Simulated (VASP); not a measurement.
# Cu in VASP: single point with PBEsol

Aim: the single point of Cu with PBEsol.

Program: VASP 6.6.1. These are calculated values, not measurements. Logs are shortened: lines on timing, memory, paths and dates and some standing lists are left out, and cuts for length are marked.

## 1. The cell of the first run

The cell holds a slab with vacuum, 24 atoms: a = 15.118 Å, b = 2.520 Å, c = 20.229 Å, α = 90.00°, β = 90.00°, γ = 120.00°.

## 2. Single point, PBEsol

Input file INCAR:

```
ALGO = Normal ; DIPOL = 0.5 0.5 0.226
EDIFF = 1E-6 ; ENCUT = 520
GGA = PS ; IDIPOL = 3
ISIF = 2 ; ISMEAR = 0
ISYM = 0 ; LASPH = T
LCHARG = F ; LDIPOL = T
LREAL = Auto ; LUSENCCL = F
LWAVE = F ; NBANDS = 150
NELM = 60 ; PREC = Accurate
SIGMA = 0.1
```

Input file KPOINTS:

```
k-points
0
Gamma
  3 15 1
```

Input file POSCAR:

```
Cu
1.0
   15.1181073815      0.0000000000      0.0000000000
   -1.2598422818      2.1821108416      0.0000000000
    0.0000000000      0.0000000000     20.2292553248
Cu
24
Direct
    0.0000000000      0.0000000000      0.0741500355
    0.0555555556      0.6666666667      0.1758499645
    0.1108806583      0.3322026575      0.2767739016
    0.1666666667      0.0000000000      0.0741500355
    0.2222222222      0.6666666667      0.1758499645
    0.2775473249      0.3322026575      0.2767739016
    0.3333333333      0.0000000000      0.0741500355
    0.3888888889      0.6666666667      0.1758499645
    0.4442139916      0.3322026575      0.2767739016
    0.5000000000      0.0000000000      0.0741500355
    0.5555555556      0.6666666667      0.1758499645
    0.6108806583      0.3322026575      0.2767739016
    0.6666666667      0.0000000000      0.0741500355
    0.7222222222      0.6666666667      0.1758499645
    0.7775473249      0.3322026575      0.2767739016
    0.8333333333      1.0000000000      0.0741500355
    0.8888888889      0.6666666667      0.1758499645
    0.9442139916      0.3322026575      0.2767739016
   -0.0005170184      0.9979853410      0.3770425820
    0.1661496483      0.9979853410      0.3770425820
    0.3328163149      0.9979853410      0.3770425820
    0.4994829816      0.9979853410      0.3770425820
    0.6661496483      0.9979853410      0.3770425820
    0.8328163149      0.9979853410      0.3770425820
```

Potentials or basis: VASP PAW PBE potentials, release 64 (Cu).

On the command line:

```sh
> cat potpaw_PBE.64/Cu/POTCAR > POTCAR
> mpirun -np 1 vasp_std > vasp.out
```

OUTCAR:

```text
EDIFF = 1E-6
   ENCUT = 520
   GGA = PS
   ISIF = 2
   ISMEAR = 0
   ISYM = 0
   LASPH = T
   LREAL = Auto
   NELM = 60
   PREC = Accurate

 ion  position               nearest neighbor table
   1  0.000  0.000  0.074-  17 2.52   2 2.52   2 2.52   4 2.52  16 2.52   4 2.52  16 2.52
   2  0.056  0.667  0.176-   3 2.51   3 2.51  18 2.51   5 2.52   4 2.52   1 2.52   5 2.52   1 2.52
                            17 2.52  17 2.52
   3  0.111  0.332  0.277-  20 2.49  20 2.50  19 2.50   2 2.51   2 2.51   5 2.51   6 2.52   6 2.52
                            18 2.52  18 2.52
   4  0.167  0.000  0.074-   5 2.52   7 2.52   2 2.52   5 2.52   7 2.52   1 2.52   1 2.52
   5  0.222  0.667  0.176-   6 2.51   6 2.51   3 2.51   4 2.52   2 2.52   7 2.52   4 2.52   2 2.52
                             8 2.52   8 2.52
   6  0.278  0.332  0.277-  21 2.49  21 2.50  20 2.50   5 2.51   5 2.51   8 2.51   3 2.52   3 2.52
                             9 2.52   9 2.52
   7  0.333  0.000  0.074-   4 2.52   5 2.52   8 2.52   4 2.52   8 2.52  10 2.52  10 2.52
   8  0.389  0.667  0.176-   9 2.51   9 2.51   6 2.51  10 2.52   7 2.52   7 2.52   5 2.52  11 2.52
                             5 2.52  11 2.52
   9  0.444  0.332  0.277-  22 2.49  22 2.50  21 2.50   8 2.51   8 2.51  11 2.51  12 2.52   6 2.52
                            12 2.52   6 2.52
  10  0.500  0.000  0.074-   8 2.52  11 2.52  11 2.52  13 2.52   7 2.52  13 2.52   7 2.52
  11  0.556  0.667  0.176-  12 2.51  12 2.51   9 2.51  14 2.52  13 2.52  10 2.52  14 2.52  10 2.52
[... 5 lines left out ...]
                            17 2.52  17 2.52
  15  0.778  0.332  0.277-  24 2.49  24 2.50  23 2.50  14 2.51  14 2.51  17 2.51  12 2.52  12 2.52
                            18 2.52  18 2.52
  16  0.833  0.000  0.074-  13 2.52  14 2.52  17 2.52  13 2.52  17 2.52   1 2.52   1 2.52
  17  0.889  0.667  0.176-  18 2.51  18 2.51  15 2.51   1 2.52  16 2.52  16 2.52  14 2.52   2 2.52
                            14 2.52   2 2.52
  18  0.944  0.332  0.277-  19 2.49  19 2.50  24 2.50  17 2.51  17 2.51   2 2.51   3 2.52  15 2.52
                             3 2.52  15 2.52
  19  0.999  0.998  0.377-  18 2.49  18 2.50   3 2.50  20 2.52  24 2.52  20 2.52  24 2.52
  20  0.166  0.998  0.377-   3 2.49   3 2.50   6 2.50  21 2.52  21 2.52  19 2.52  19 2.52
  21  0.333  0.998  0.377-   6 2.49   6 2.50   9 2.50  20 2.52  20 2.52  22 2.52  22 2.52
  22  0.499  0.998  0.377-   9 2.49   9 2.50  12 2.50  23 2.52  21 2.52  23 2.52  21 2.52
  23  0.666  0.998  0.377-  12 2.49  12 2.50  15 2.50  24 2.52  24 2.52  22 2.52  22 2.52
  24  0.833  0.998  0.377-  15 2.49  15 2.50  18 2.50  23 2.52  23 2.52  19 2.52  19 2.52

IMPORTANT INFORMATION: All symmetrisations will be switched off!
NOSYMM: (Re-)initialisation of all symmetry stuff for point group C_1.

----------------------------------------------------------------------------------------

                                     Primitive cell

  volume of cell :     667.3507

  direct lattice vectors                    reciprocal lattice vectors
    15.118107381  0.000000000  0.000000000     0.066145846  0.038189322 -0.000000000
    -1.259842282  2.182110842  0.000000000     0.000000000  0.458271863  0.000000000
     0.000000000  0.000000000 20.229255325     0.000000000 -0.000000000  0.049433357

  length of vectors
    15.118107381  2.519684564 20.229255325     0.076378644  0.458271863  0.049433357

  position of ions in fractional coordinates (direct lattice)
     0.000000000  0.000000000  0.074150035
     0.055555556  0.666666667  0.175849965
     0.110880658  0.332202657  0.276773902
     0.166666667  0.000000000  0.074150035
     0.222222222  0.666666667  0.175849965
     0.277547325  0.332202657  0.276773902
[... 16 lines left out ...]
     0.666149648  0.997985341  0.377042582
     0.832816315  0.997985341  0.377042582

  ion indices of the primitive-cell ions
   primitive index   ion index
                 1           1
                 2           2
                 3           3
                 4           4
                 5           5
                 6           6
[... 16 lines left out ...]
                23          23
                24          24

----------------------------------------------------------------------------------------

 KPOINTS: k-points

Automatic generation of k-mesh.
 Grid dimensions read from file:
 generate k-points for:    3   15    1

 Generating k-lattice:

  Cartesian coordinates                     Fractional coordinates (reciprocal lattice)
     0.022048615  0.012729774 -0.000000000     0.333333333  0.000000000  0.000000000
     0.000000000  0.030551458  0.000000000     0.000000000  0.066666667  0.000000000
[... 26 lines left out ...]

 WARNING: IBZKPT: internal override: KBLOWUP is changed to .FALSE.
      ... skipping the blow-up phase ...

 Subroutine IBZKPT returns following result:
 ===========================================

 Found     23 irreducible k-points:

 Following reciprocal coordinates:
            Coordinates               Weight
  0.000000  0.000000  0.000000      1.000000
  0.333333  0.000000  0.000000      2.000000
  0.000000  0.066667  0.000000      2.000000
  0.333333  0.066667  0.000000      2.000000
 -0.333333  0.066667  0.000000      2.000000
  0.000000  0.133333  0.000000      2.000000
[... 15 lines left out ...]
  0.333333  0.466667  0.000000      2.000000
 -0.333333  0.466667  0.000000      2.000000
   k-points           NKPTS =     23   k-points in BZ     NKDIM =     23   number of bands    NBANDS=    150
   number of dos      NEDOS =    301   number of ions     NIONS =     24
   total plane-waves  NPLWV = 336000
   dimension x,y,z NGX =   112 NGY =   20 NGZ =  150
   dimension x,y,z NGXF=   224 NGYF=   40 NGZF=  300
   ions per type =              24
   NGX,Y,Z   is equivalent  to a cutoff of  12.32, 13.20, 12.33 a.u.
   NGXF,Y,Z  is equivalent  to a cutoff of  24.63, 26.39, 24.65 a.u.
 SYSTEM =  unknown system
   PREC   = accura    normal or accurate (medium, high low for compatibility)
   ISTART =      0    job   : 0-new  1-cont  2-samecut
   ICHARG =      2    charge: 1-file 2-atom 10-const
   ISPIN  =      1    spin polarized calculation?
   LNONCOLLINEAR =      F non collinear calculations
   LSORBIT =      F    spin-orbit coupling
   LASPH  =      T    aspherical Exc in radial PAW
   ENCUT  =  520.0 eV  38.22 Ry    6.18 a.u.  28.11  4.68 37.61*2*pi/ulx,y,z
   NELM   =     60;   NELMIN=  2; NELMDL= -5     # of ELM steps
   EDIFF  = 0.1E-05   stopping-criterion for ELM
   LREAL  =      T    real-space projection
   EDIFFG = 0.1E-04   stopping-criterion for IOM
   NSW    =      0    number of steps for IOM
   IBRION =     -1    ionic relax: 0-MD 1-quasi-New 2-CG
   NFREE  =      0    steps in history (QN), initial steepest desc. (CG)
   ISIF   =      2    stress and relaxation
   ISYM   =      0    0-nonsym 1-usesym 2-fastsym
   POTIM  = 0.5000    time-step for ionic-motion
   TEBEG  =    0.0;   TEEND  =   0.0 temperature during run
   PSTRESS=    0.0 pullay stress
   NELECT =     264.0000    total number of electrons
   NUPDOWN=      -1.0000    fix difference up-down
   EMIN   =  10.00;   EMAX   =-10.00  energy-range for DOS
   EFERMI =   0.00;   METHOD = LEGACY
   ISMEAR =     0;   SIGMA  =   0.10  broadening in eV -4-tet -1-fermi 0-gaus
   EFERMI_NEDOS =   21; number of points for ismear=-14 and -15
   IALGO  =     38    algorithm
   IMIX   =      4    mixing-type and parameters
     AMIX     =   0.40;   BMIX     =  1.00
     AMIX_MAG =   1.60;   BMIX_MAG =  1.00
  volume/ion in A,a.u.               =      27.81       187.65
  Fermi-wavevector in a.u.,A,eV,Ry     =   1.201779  2.271034 19.650538  1.444274
  Thomas-Fermi vector in A             =   2.337579
   LORBIT       =      0    0 simple, 1 ext, 2 COOP (PROOUT), +10 PAW based schemes
   GGA     = PS    functional components
   LHFCALC =     F    Hartree Fock is set to
   AEXX    =    0.0000 exact exchange contribution
   IVDW    =     0    specifies the selected vdW correction
   LEPSILON=     F    determine dielectric tensor
   LRPA    =     F    only Hartree local field effects (RPA)
 non-spin polarized calculation
 Gauss-broadening in eV      SIGMA  =   0.10
  energy-cutoff  :      520.00
  volume of cell :      667.35
 maximum number of plane-waves:     18038
   NGX = 57   NGY =  9   NGZ = 75

 dipolmoment           0.000000      0.000000      0.006960 electrons x Angstroem

 number of electron     264.0000028 magnetization

 dipolmoment           0.000000      0.000000     -0.002592 electrons x Angstroem

 Free energy of the ion-electron system (eV)
  ---------------------------------------------------
  ext. energy  EPLUGINS =         0.00000000
  ---------------------------------------------------
  free energy    TOTEN  =       -96.77904759 eV

  energy without entropy =      -96.73382446  energy(sigma->0) =      -96.75643603

 E-fermi :   0.3763     XC(G=0):  -6.2388

 val. band max:        0.3743525109   @ k =   0.3333   0.1333   0.0000
 cond. band min:       0.3834343991   @ k =   0.3333   0.0000   0.0000
 fundamental gap:      0.0090818882
 Fermi energy:         0.3763360468

 k-point     1 :       0.0000    0.0000    0.0000
  band No.  band energies     occupation
      1      -8.8959      2.00000
      2      -8.0015      2.00000
      3      -8.0015      2.00000
      4      -7.5335      2.00000
      5      -6.6919      2.00000
      6      -6.6919      2.00000
[... 3370 lines left out ...]
    143       4.0360      0.00000
    144       4.9963      0.00000
 [bands above 144 left out]

------------------------ aborting loop because EDIFF is reached ----------------------------------------

 vacuum level on the upper side and lower side of the slab       (xc-potential included)        -0.139        -0.128

  FORCE on cell =-STRESS in cart. coord.  units (eV):
  Direction    XX          YY          ZZ          XY          YZ          ZX
  --------------------------------------------------------------------------------------
  -------------------------------------------------------------------------------------
  Total       -5.3940113     -6.5539995     -0.7531895      0.4304282     -0.0452111     -0.0692976
  in kB      -12.9499564    -15.7348592     -1.8082594      1.0333732     -0.1085430     -0.1663698
  external PRESSURE =     -10.1643583 kB  Pullay stress =       0.0000000 kB

 VOLUME and BASIS-vectors are now :
 -----------------------------------------------------------------------------
  energy-cutoff  :      520.00
  volume of cell :      667.35
      direct lattice vectors                 reciprocal lattice vectors
    15.118107381  0.000000000  0.000000000     0.066145846  0.038189322 -0.000000000
    -1.259842282  2.182110842  0.000000000     0.000000000  0.458271863  0.000000000
     0.000000000  0.000000000 20.229255325     0.000000000 -0.000000000  0.049433357

 POSITION                                       TOTAL-FORCE (eV/Angst)
 -----------------------------------------------------------------------------------
      0.00000      0.00000      1.50000         0.003745      0.002306      0.097502
      0.00000      1.45474      3.55731        -0.003368     -0.000163     -0.125122
      1.25778      0.72490      5.59893         0.000518     -0.000630     -0.001454
      2.51968      0.00000      1.50000         0.003899      0.001845      0.097770
      2.51968      1.45474      3.55731        -0.002058     -0.000779     -0.125040
      3.77747      0.72490      5.59893        -0.001552     -0.001311     -0.001040
[... 16 lines left out ...]
      8.81362      2.17771      7.62729        -0.000532     -0.001425      0.027997
     11.33330      2.17771      7.62729        -0.001662      0.000320      0.028457
 -----------------------------------------------------------------------------------
    total drift:                                0.000187     -0.000153      0.003429

  FREE ENERGIE OF THE ION-ELECTRON SYSTEM (eV)
  ---------------------------------------------------
  free  energy   TOTEN  =       -96.7790475882 eV

  energy  without entropy=      -96.7338244627  energy(sigma->0) =      -96.75643603

 vacuum level on the upper side and lower side of the slab         5.140         5.152
```

It took 6.8 min on 1 × NVIDIA H100 80GB with 1 thread of AMD EPYC 7R13 (Zen 3), shared host; peak memory 2.4 GiB.

What came out:

| Property | Result |
| --- | --- |
| Free energy | -96.7790 eV |
| Largest force | 0.125 eV/Å |
| Band gap on the k mesh | zero (bands 132 and 133 overlap by 2.57 eV) |

Forces on the atoms (eV/Å):
```
Cu   0.004  0.002  0.098
Cu  -0.003  0.000 -0.125
Cu   0.001 -0.001 -0.001
Cu   0.004  0.002  0.098
Cu  -0.002 -0.001 -0.125
Cu  -0.002 -0.001 -0.001
Cu   0.004  0.003  0.098
Cu  -0.003 -0.001 -0.124
Cu   0.001 -0.002 -0.001
Cu   0.004  0.002  0.098
Cu  -0.003  0.000 -0.125
Cu   0.001 -0.001 -0.001
Cu   0.004  0.002  0.098
Cu  -0.002 -0.001 -0.125
Cu  -0.002 -0.001 -0.001
Cu   0.004  0.003  0.098
Cu  -0.003 -0.001 -0.124
Cu   0.001 -0.002 -0.001
Cu  -0.001  0.000  0.028
Cu  -0.001 -0.001  0.028
Cu  -0.002  0.000  0.028
Cu  -0.001  0.000  0.028
Cu  -0.001 -0.001  0.028
Cu  -0.002  0.000  0.028
```

Levels at points of the mesh, in eV from the Fermi level:
| k point | band 128 | band 129 | band 130 | band 131 | band 132 | band 133 | band 134 | band 135 | band 136 | band 137 |
| --- | --- | --- | --- | --- | --- | --- | --- | --- | --- | --- |
| (0.00, 0.00, 0.00) | -1.56 | -1.55 | -1.53 | -1.53 | -1.35 | -1.33 | -1.25 | -0.35 | -0.35 | -0.28 |

Caveat: the PAW data sets were made with another functional, which shifts forces and pressure a little.
